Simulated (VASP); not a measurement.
# GaN (P1) in VASP: single point with PBEsol

Aim: the single point of GaN with PBEsol.

All numbers are computed with VASP 6.6.1; they aren't measurements. Logs are shortened: lines on timing, memory, paths and dates and some standing lists are left out, and cuts for length are marked.

### 1 The cell of the first run

The typed cell holds 2 atoms: a = 3.184 Å, b = 3.161 Å, c = 3.168 Å, α = 59.74°, β = 59.68°, γ = 59.79°.

### 2 Single point, PBEsol (atoms moved at random and the cell strained at random)

The input, INCAR:

```
SYSTEM = GaN
PREC = Accurate ; ENCUT = 520
EDIFF = 1E-6 ; ISMEAR = 0
SIGMA = 0.02 ; LREAL = .FALSE.
LASPH = .TRUE. ; NELM = 60
ALGO = Normal ; ISIF = 2
LWAVE = .FALSE. ; LCHARG = .FALSE.
GGA = PS ; NBANDS = 16
```

The input, KPOINTS:

```
Automatic mesh
0
G
  10 10 10
  0 0 0
```

The input, POSCAR:

```
GaN
1.0
    0.0021633606      2.2547851028      2.2485879762
    2.2332867071      0.0132055136      2.2375458232
    2.2349993675      2.2454556103      0.0114928531
Ga N
1 1
Direct
   -0.0022764582     -0.0218726367      0.0365076449
    0.7522764582      0.7718726367      0.7134923551
```

Potentials or basis: VASP PAW PBE potentials, release 64 (Ga_d, N).

On the command line:

```sh
> cat potpaw_PBE.64/Ga_d/POTCAR potpaw_PBE.64/N/POTCAR > POTCAR
> mpirun -np 1 vasp_std > vasp.out
```

OUTCAR:

```text
SYSTEM = GaN
   PREC = Accurate
   ENCUT = 520
   EDIFF = 1E-6
   ISMEAR = 0
   LREAL = .FALSE.
   LASPH = .TRUE.
   NELM = 60
   ISIF = 2
   GGA = PS

 ion  position               nearest neighbor table
   1  0.998  0.978  0.037-   2 1.75   2 1.96   2 2.02   2 2.05
   2  0.752  0.772  0.713-   1 1.75   1 1.96   1 2.02   1 2.05

  LATTYP: Found a triclinic cell.
 ALAT       =     3.1524998419
 B/A-ratio  =     1.0026118876
 C/A-ratio  =     1.0028184531
 COS(alpha) =     0.0019177850
 COS(beta)  =     0.4964339477
 COS(gamma) =     0.4980715128

  Lattice vectors:

 A1 = (   0.0017126604,   2.2322500967,  -2.2260529701)
 A2 = (   2.2328360069,  -0.0093294925,  -2.2370951231)
 A3 = (  -2.2332867071,  -0.0132055136,  -2.2375458232)

Analysis of symmetry for initial positions (statically):
=====================================================================
 Subroutine PRICEL returns:
 Original cell was already a primitive cell.

 Routine SETGRP: Setting up the symmetry group for a
 triclinic supercell.

 Subroutine GETGRP returns: Found  1 space group operations
 (whereof  1 operations were pure point group operations)
 out of a pool of  2 trial point group operations.

The static configuration has the point symmetry C_1 .

Analysis of symmetry for dynamics (positions and initial velocities):
=====================================================================
 Subroutine PRICEL returns:
 Original cell was already a primitive cell.

 Routine SETGRP: Setting up the symmetry group for a
 triclinic supercell.

 Subroutine GETGRP returns: Found  1 space group operations
 (whereof  1 operations were pure point group operations)
 out of a pool of  2 trial point group operations.

The dynamic configuration has the point symmetry C_1 .

 Subroutine INISYM returns: Found  1 space group operations
 (whereof  1 operations are pure point group operations),
 and found     1 'primitive' translations

----------------------------------------------------------------------------------------

                                     Primitive cell

  volume of cell :      22.4170

  direct lattice vectors                    reciprocal lattice vectors
     0.002163361  2.254785103  2.248587976    -0.224122923  0.221941032  0.222386462
     2.233286707  0.013205514  2.237545823     0.224079765 -0.224185812  0.224588084
     2.234999367  2.245455610  0.011492853     0.223736304  0.223799194 -0.224631242

  length of vectors
     3.184369392  3.161385015  3.168189571     0.385933472  0.388472427  0.388076291

  position of ions in fractional coordinates (direct lattice)
     0.997723542  0.978127363  0.036507645
     0.752276458  0.771872637  0.713492355

  ion indices of the primitive-cell ions
   primitive index   ion index
                 1           1
                 2           2

----------------------------------------------------------------------------------------

 KPOINTS: Automatic mesh

Automatic generation of k-mesh.
 Grid dimensions read from file:
 generate k-points for:   10   10   10

 Generating k-lattice:

  Cartesian coordinates                     Fractional coordinates (reciprocal lattice)
    -0.022412292  0.022194103  0.022238646     0.100000000  0.000000000  0.000000000
     0.022407976 -0.022418581  0.022458808    -0.000000000  0.100000000 -0.000000000
     0.022373630  0.022379919 -0.022463124    -0.000000000 -0.000000000  0.100000000

  Length of vectors
     0.038593347  0.038847243  0.038807629

  Shift w.r.t. Gamma in fractional coordinates (k-lattice)
     0.000000000  0.000000000  0.000000000

 Subroutine IBZKPT returns following result:
 ===========================================

 Found    504 irreducible k-points:

 Following reciprocal coordinates:
            Coordinates               Weight
  0.000000  0.000000  0.000000      1.000000
  0.100000 -0.000000  0.000000      2.000000
  0.200000 -0.000000  0.000000      2.000000
  0.300000 -0.000000  0.000000      2.000000
  0.400000 -0.000000  0.000000      2.000000
  0.500000 -0.000000 -0.000000      1.000000
[... 16 lines left out ...]
 -0.400000  0.200000 -0.000000      2.000000
 -0.300000  0.200000  0.000000      2.000000
 [... further k-points ...]
   k-points           NKPTS =    504   k-points in BZ     NKDIM =    504   number of bands    NBANDS=     16
   number of dos      NEDOS =    301   number of ions     NIONS =      2
   total plane-waves  NPLWV =  13824
   dimension x,y,z NGX =    24 NGY =   24 NGZ =   24
   dimension x,y,z NGXF=    48 NGYF=   48 NGZF=   48
   ions per type =               1   1
   NGX,Y,Z   is equivalent  to a cutoff of  12.53, 12.62, 12.59 a.u.
   NGXF,Y,Z  is equivalent  to a cutoff of  25.06, 25.24, 25.19 a.u.
 SYSTEM =  GaN
   PREC   = accura    normal or accurate (medium, high low for compatibility)
   ISTART =      0    job   : 0-new  1-cont  2-samecut
   ICHARG =      2    charge: 1-file 2-atom 10-const
   ISPIN  =      1    spin polarized calculation?
   LNONCOLLINEAR =      F non collinear calculations
   LSORBIT =      F    spin-orbit coupling
   LASPH  =      T    aspherical Exc in radial PAW
   ENCUT  =  520.0 eV  38.22 Ry    6.18 a.u.   5.92  5.88  5.89*2*pi/ulx,y,z
   NELM   =     60;   NELMIN=  2; NELMDL= -5     # of ELM steps
   EDIFF  = 0.1E-05   stopping-criterion for ELM
   LREAL  =      F    real-space projection
   EDIFFG = 0.1E-04   stopping-criterion for IOM
   NSW    =      0    number of steps for IOM
   IBRION =     -1    ionic relax: 0-MD 1-quasi-New 2-CG
   NFREE  =      0    steps in history (QN), initial steepest desc. (CG)
   ISIF   =      2    stress and relaxation
   ISYM   =      2    0-nonsym 1-usesym 2-fastsym
   POTIM  = 0.5000    time-step for ionic-motion
   TEBEG  =    0.0;   TEEND  =   0.0 temperature during run
   PSTRESS=    0.0 pullay stress
   NELECT =      18.0000    total number of electrons
   NUPDOWN=      -1.0000    fix difference up-down
   EMIN   =  10.00;   EMAX   =-10.00  energy-range for DOS
   EFERMI =   0.00;   METHOD = LEGACY
   ISMEAR =     0;   SIGMA  =   0.02  broadening in eV -4-tet -1-fermi 0-gaus
   EFERMI_NEDOS =   21; number of points for ismear=-14 and -15
   IALGO  =     38    algorithm
   IMIX   =      4    mixing-type and parameters
     AMIX     =   0.40;   BMIX     =  1.00
     AMIX_MAG =   1.60;   BMIX_MAG =  1.00
  volume/ion in A,a.u.               =      11.21        75.64
  Fermi-wavevector in a.u.,A,eV,Ry     =   1.521622  2.875448 31.502008  2.315332
  Thomas-Fermi vector in A             =   2.630312
   LORBIT       =      0    0 simple, 1 ext, 2 COOP (PROOUT), +10 PAW based schemes
   GGA     = PS    functional components
   LHFCALC =     F    Hartree Fock is set to
   AEXX    =    0.0000 exact exchange contribution
   IVDW    =     0    specifies the selected vdW correction
   LEPSILON=     F    determine dielectric tensor
   LRPA    =     F    only Hartree local field effects (RPA)
 non-spin polarized calculation
 Gauss-broadening in eV      SIGMA  =   0.02
  energy-cutoff  :      520.00
  volume of cell :       22.42
 maximum number of plane-waves:       614
   NGX = 11   NGY = 11   NGZ = 11

 number of electron      18.0000003 magnetization

 Free energy of the ion-electron system (eV)
  ---------------------------------------------------
  ext. energy  EPLUGINS =         0.00000000
  ---------------------------------------------------
  free energy    TOTEN  =       -12.78183340 eV

  energy without entropy =      -12.78183340  energy(sigma->0) =      -12.78183340

 E-fermi :   5.7743     XC(G=0): -12.0087

 val. band max:        5.6317309158   @ k =   0.0000   0.0000   0.0000
 cond. band min:       7.2017712901   @ k =   0.0000   0.0000   0.0000
 fundamental gap:      1.5700403744
 Fermi energy:         5.7742704142

 k-point     1 :       0.0000    0.0000    0.0000
  band No.  band energies     occupation
      1     -10.9135      2.00000
      2      -8.1471      2.00000
      3      -8.0868      2.00000
      4      -8.0577      2.00000
      5      -7.7902      2.00000
      6      -7.7807      2.00000
[... 8 lines left out ...]
     15      23.8859      0.00000
     16      24.0051      0.00000

 k-point     2 :       0.1000   -0.0000    0.0000
  band No.  band energies     occupation
      1     -10.8018      2.00000
      2      -8.1538      2.00000
      3      -8.0643      2.00000
      4      -8.0053      2.00000
      5      -7.7907      2.00000
      6      -7.7824      2.00000
[... 8 lines left out ...]
     15      22.8492      0.00000
     16      23.1666      0.00000

 k-point     3 :       0.2000   -0.0000    0.0000
  band No.  band energies     occupation
      1     -10.5152      2.00000
      2      -8.1406      2.00000
      3      -8.0411      2.00000
      4      -7.8270      2.00000
      5      -7.7817      2.00000
      6      -7.7755      2.00000
[... 8 lines left out ...]
     15      22.2107      0.00000
     16      22.3674      0.00000

 k-point     4 :       0.3000   -0.0000    0.0000
  band No.  band energies     occupation
      1     -10.1925      2.00000
      2      -8.1086      2.00000
      3      -8.0275      2.00000
      4      -7.7816      2.00000
      5      -7.7670      2.00000
      6      -7.4105      2.00000
[... 8 lines left out ...]
     15      22.6175      0.00000
     16      23.0809      0.00000
[... 324 lines left out ...]
 k-point    22 :       0.5000    0.2000    0.0000
  band No.  band energies     occupation
      1      -9.8270      2.00000
      2      -8.0163      2.00000
      3      -7.9882      2.00000
      4      -7.8193      2.00000
      5      -7.7371      2.00000
      6      -6.3575      2.00000
[... 8 lines left out ...]
     15      25.5728      0.00000
     16      26.3010      0.00000

 k-point    23 :      -0.4000    0.2000   -0.0000
  band No.  band energies     occupation
      1      -9.8212      2.00000
      2      -8.0351      2.00000
      3      -7.9926      2.00000
      4      -7.8013      2.00000
      5      -7.7632      2.00000
      6      -6.2282      2.00000
[... 8 lines left out ...]
     15      23.9493      0.00000
     16      25.8970      0.00000

 k-point    24 :      -0.3000    0.2000    0.0000
  band No.  band energies     occupation
      1      -9.9159      2.00000
      2      -8.0714      2.00000
      3      -7.9983      2.00000
      4      -7.8049      2.00000
      5      -7.7894      2.00000
      6      -6.6740      2.00000
[... 8 lines left out ...]
     15      23.0235      0.00000
     16      26.0506      0.00000

 [... further k-points ...]

------------------------ aborting loop because EDIFF is reached ----------------------------------------

  FORCE on cell =-STRESS in cart. coord.  units (eV):
  Direction    XX          YY          ZZ          XY          YZ          ZX
  --------------------------------------------------------------------------------------
  -------------------------------------------------------------------------------------
  Total        1.4073012      0.8863917      1.1845626      1.5546460     -1.6081621     -1.8842586
  in kB      100.5820812     63.3518445     84.6625994    111.1130528   -114.9379342   -134.6709947
  external PRESSURE =      82.8655084 kB  Pullay stress =       0.0000000 kB

 VOLUME and BASIS-vectors are now :
 -----------------------------------------------------------------------------
  energy-cutoff  :      520.00
  volume of cell :       22.42
      direct lattice vectors                 reciprocal lattice vectors
     0.002163361  2.254785103  2.248587976    -0.224122923  0.221941032  0.222386462
     2.233286707  0.013205514  2.237545823     0.224079765 -0.224185812  0.224588084
     2.234999367  2.245455610  0.011492853     0.223736304  0.223799194 -0.224631242

 POSITION                                       TOTAL-FORCE (eV/Angst)
 -----------------------------------------------------------------------------------
      2.26819      2.34455      4.43249        -2.038969     -2.528158      2.194162
      3.32010      3.30853      3.42686         2.038969      2.528158     -2.194162
 -----------------------------------------------------------------------------------
    total drift:                                0.000334      0.000164     -0.000042

  FREE ENERGIE OF THE ION-ELECTRON SYSTEM (eV)
  ---------------------------------------------------
  free  energy   TOTEN  =       -12.7818333981 eV

  energy  without entropy=      -12.7818333981  energy(sigma->0) =      -12.78183340
```

Run time: 82 s. Hardware: 1 thread of Intel Xeon Platinum 8488C (Sapphire Rapids), shared host; peak memory 0.27 GiB.

What came out:

- Free energy: -12.7818 eV
- Pressure: 8.3 GPa
- Largest force: 3.920 eV/Å
- Band gap on the k mesh: 1.57 eV, direct

Forces in eV/Å, atoms in the order of the input:
```
Ga  -2.039 -2.528  2.194
N    2.039  2.528 -2.194
```

Levels at points of the mesh, in eV from the valence-band top:
| k point | band 7 | band 8 | band 9 | band 10 | band 11 | band 12 |
| --- | --- | --- | --- | --- | --- | --- |
| (0.00, 0.00, 0.00) | -0.76 | -0.13 | 0.00 | 1.57 | 9.84 | 10.02 |
| (0.50, 0.00, 0.00) | -7.46 | -1.72 | -0.69 | 4.37 | 8.39 | 9.19 |
| (0.00, 0.50, 0.00) | -7.14 | -1.70 | -0.82 | 4.19 | 8.39 | 9.02 |
| (0.50, 0.50, 0.00) | -6.56 | -3.06 | -2.93 | 2.87 | 6.29 | 11.35 |
| (0.00, 0.00, 0.50) | -8.08 | -1.49 | -1.13 | 4.71 | 8.51 | 10.13 |
| (0.50, 0.00, 0.50) | -6.53 | -3.16 | -2.87 | 2.92 | 6.42 | 11.31 |
| (0.00, 0.50, 0.50) | -6.56 | -3.08 | -2.89 | 2.86 | 6.20 | 11.38 |
| (0.50, 0.50, 0.50) | -7.30 | -1.71 | -0.71 | 4.33 | 8.34 | 9.19 |

Caveat: the cell differs from its parent crystal (atoms moved at random and the cell strained at random); the PAW data sets were made with another functional, which shifts forces and pressure a little.
